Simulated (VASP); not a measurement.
# Ge (Cmcm) in VASP: notebook, part 2 of 2

VASP 6.6.1. Earlier steps stand in the parts before.

## 3. Single point, LDA

This run uses another cell than the first one, of 18.98 Å³/atom.

INCAR

```
PREC = Accurate
ENCUT = 520
EDIFF = 1E-6
ISMEAR = 1
SIGMA = 0.05
LREAL = F
LASPH = T
NELM = 60
ALGO = Normal
ISIF = 2
LWAVE = F
LCHARG = F
NBANDS = 21
```

KPOINTS

```
regular mesh
0
Gamma
  11 11 6
```

POSCAR

```
Ge
1.0
    1.5076318509     -2.6288345735      0.0000000000
    1.5076318509      2.6288345735      0.0000000000
    0.0000000000      0.0000000000      4.7898123975
Ge
2
Direct
    0.6665500000      0.3334500000      0.2500000000
    0.3334500000      0.6665500000      0.7500000000
```

Potentials or basis: VASP PAW LDA potentials, release 64 (Ge_d).

Run with:

```console
> cat potpaw_LDA.64/Ge_d/POTCAR > POTCAR
> mpirun -np 1 vasp_std > vasp.out
```

OUTCAR:

```text
PREC = Accurate
   ENCUT = 520
   EDIFF = 1E-6
   ISMEAR = 1
   LREAL = F
   LASPH = T
   NELM = 60
   ISIF = 2

 ion  position               nearest neighbor table
   1  0.667  0.333  0.250-
   2  0.333  0.667  0.750-

  LATTYP: Found a base centered orthorhombic cell.
 ALAT       =     3.0152637018
 B/A-ratio  =     1.7436846880
 C/A-ratio  =     1.5885218910

  Lattice vectors:

 A1 = (   1.5076318509,  -2.6288345735,   0.0000000000)
 A2 = (   1.5076318509,   2.6288345735,   0.0000000000)
 A3 = (   0.0000000000,   0.0000000000,   4.7898123975)

Analysis of symmetry for initial positions (statically):
=====================================================================
 Subroutine PRICEL returns:
 Original cell was already a primitive cell.

 Routine SETGRP: Setting up the symmetry group for a
 base centered orthorhombic supercell.

 Subroutine GETGRP returns: Found  8 space group operations
 (whereof  4 operations were pure point group operations)
 out of a pool of  8 trial point group operations.
[... 159 lines left out ...]
  ext. energy  EPLUGINS =         0.00000000
  ---------------------------------------------------
  free energy    TOTEN  =        -9.74364583 eV

  energy without entropy =       -9.74308463  energy(sigma->0) =       -9.74345876

 E-fermi :   6.4263     XC(G=0): -11.5455

 val. band max:        6.4261098137   @ k =   0.1818   0.1818   0.0000
 cond. band min:       6.4284800323   @ k =   0.2727   0.1818   0.3333
 fundamental gap:      0.0023702186
 Fermi energy:         6.4263251903

 k-point     1 :       0.0000    0.0000    0.0000
  band No.  band energies     occupation
      1     -18.3605      2.00000
      2     -18.3584      2.00000
      3     -18.3570      2.00000
      4     -18.3524      2.00000
      5     -18.3494      2.00000
      6     -18.3493      2.00000
[... 565 lines left out ...]
     20      19.3136      0.00000
     21      20.3885      0.00000

 [... further k-points ...]

------------------------ aborting loop because EDIFF is reached ----------------------------------------

  FORCE on cell =-STRESS in cart. coord.  units (eV):
  Direction    XX          YY          ZZ          XY          YZ          ZX
  --------------------------------------------------------------------------------------
  -------------------------------------------------------------------------------------
  Total       -1.6103720     -1.2347563      0.0793737      0.0000000     -0.0000000      0.0000000
  in kB      -67.9562997    -52.1056466      3.3494995      0.0000000     -0.0000000      0.0000000
  external PRESSURE =     -38.9041489 kB  Pullay stress =       0.0000000 kB

 VOLUME and BASIS-vectors are now :
 -----------------------------------------------------------------------------
  energy-cutoff  :      520.00
  volume of cell :       37.97
      direct lattice vectors                 reciprocal lattice vectors
     1.507631851 -2.628834573  0.000000000     0.331645952 -0.190198351  0.000000000
     1.507631851  2.628834573  0.000000000     0.331645952  0.190198351  0.000000000
     0.000000000  0.000000000  4.789812398     0.000000000  0.000000000  0.208776444

 POSITION                                       TOTAL-FORCE (eV/Angst)
 -----------------------------------------------------------------------------------
      1.50763     -0.87566      1.19745         0.000000      0.016469      0.000000
      1.50763      0.87566      3.59236         0.000000     -0.016469      0.000000
 -----------------------------------------------------------------------------------
    total drift:                                0.000000     -0.000000     -0.000000

  FREE ENERGIE OF THE ION-ELECTRON SYSTEM (eV)
  ---------------------------------------------------
  free  energy   TOTEN  =        -9.7436458298 eV

  energy  without entropy=       -9.7430846277  energy(sigma->0) =       -9.74345876
```

Run time: 28 s. Hardware: 1 thread of AMD EPYC 9R45 (Zen 5), shared host; peak memory 0.17 GiB.

What came out:

- Free energy: -9.7436 eV
- Pressure: -3.9 GPa
- Largest force: 0.016 eV/Å
- Band gap on the k mesh: zero (bands 14 and 15 overlap by 8.85 eV)

Forces in eV/Å, atoms in the order of the input:
```
Ge   0.000  0.016  0.000
Ge   0.000 -0.016  0.000
```

Caveat: the stress differs along the axes, from -7 to 0 GPa.

## 4. Single point, LDA

This run uses another cell than the first one, of 19.53 Å³/atom.

INCAR

```
PREC     = Accurate       # precision mode
ENCUT    = 520            # plane-wave cutoff, eV
EDIFF    = 1E-7           # SCF threshold, eV
ISMEAR   = 1              # smearing method
SIGMA    = 0.05           # smearing width, eV
LREAL    = False          # projectors in reciprocal space
LASPH    = True           # aspherical terms in the spheres
NELM     = 80             # most SCF steps
ALGO     = Normal         # electronic algorithm
ISIF     = 2              # what is computed and relaxed
LWAVE    = False          # write WAVECAR
LCHARG   = True           # write CHGCAR
GGA      = CA             # functional
LELF     = True           # ELF
LVHAR    = True         
NBANDS   = 21             # bands
```

KPOINTS

```
Automatic mesh
0
Gamma
  11 11 6
```

POSCAR

```
Ge
1.0
    1.5219911136     -2.6538726002      0.0000000000
    1.5219911136      2.6538726002      0.0000000000
    0.0000000000      0.0000000000      4.8354324041
Ge
2
Direct
    0.6665500000      0.3334500000      0.2500000000
    0.3334500000      0.6665500000      0.7500000000
```

Run with:

```console
> cat potpaw_LDA.64/Ge_d/POTCAR > POTCAR
> mpirun -np 1 vasp_std > vasp.out
```

Wall time 32 s (1 thread of AMD EPYC 9R45 (Zen 5), shared host); peak memory 0.17 GiB.

Results (log left out):

```yaml
Free_energy: -9.7138 eV
Pressure: -5.1 GPa
Largest_force: 0.013 eV/Å
Band_gap_on_the_k_mesh: zero (bands 14 and 15 overlap by 8.57 eV)
```

Forces on the atoms (eV/Å):
```
Ge   0.000  0.013  0.000
Ge   0.000 -0.013  0.000
```

Stress tensor (GPa, compression positive):
```
-8.01  0.00  0.00
 0.00 -6.72  0.00
 0.00  0.00 -0.71
```

Levels at points of the mesh, in eV from the Fermi level:
| k point | band 12 | band 13 | band 14 | band 15 | band 16 | band 17 |
| --- | --- | --- | --- | --- | --- | --- |
| (0.00, 0.00, 0.00) | -7.48 | -5.15 | 6.03 | 6.14 | 7.97 | 8.08 |
| (0.00, 0.00, 0.50) | -11.28 | 1.64 | 1.64 | 7.06 | 7.06 | 7.16 |

Caveat: the stress differs along the axes, from -8 to -1 GPa.

## 5. The runs side by side

| cell | gap on the mesh (eV) | pressure (GPa) | largest force (eV/Å) |
| --- | --- | --- | --- |
| a = 3.001, b = 3.001, c = 4.743 Å, angles 90.0, 90.0, 120.3°, 2 atoms | none | -2.2 | 0.01 |
| a = 3.030, b = 3.030, c = 4.790 Å, angles 90.0, 90.0, 120.3°, 2 atoms | none | -3.9 | 0.02 |
| a = 3.059, b = 3.059, c = 4.835 Å, angles 90.0, 90.0, 120.3°, 2 atoms | none | -5.1 | 0.01 |

Alike in all rows: task single point; level LDA; potentials or basis VASP PAW LDA potentials, release 64 (Ge_d); no spin polarisation; k mesh 11 × 11 × 6; cutoff (eV) 520; smearing methfessel-paxton 0.05 eV.

Caveats: the stress differs along the axes, from -4 to 2 GPa (at least some runs); the stress differs along the axes, from -7 to 0 GPa (at least some runs); the stress differs along the axes, from -8 to -1 GPa (at least some runs).

Total energies depend on the potentials used, so only differences within one code and one set of settings carry meaning.

The gap in the log of VASP goes by the Fermi energy; the results here count the filled bands.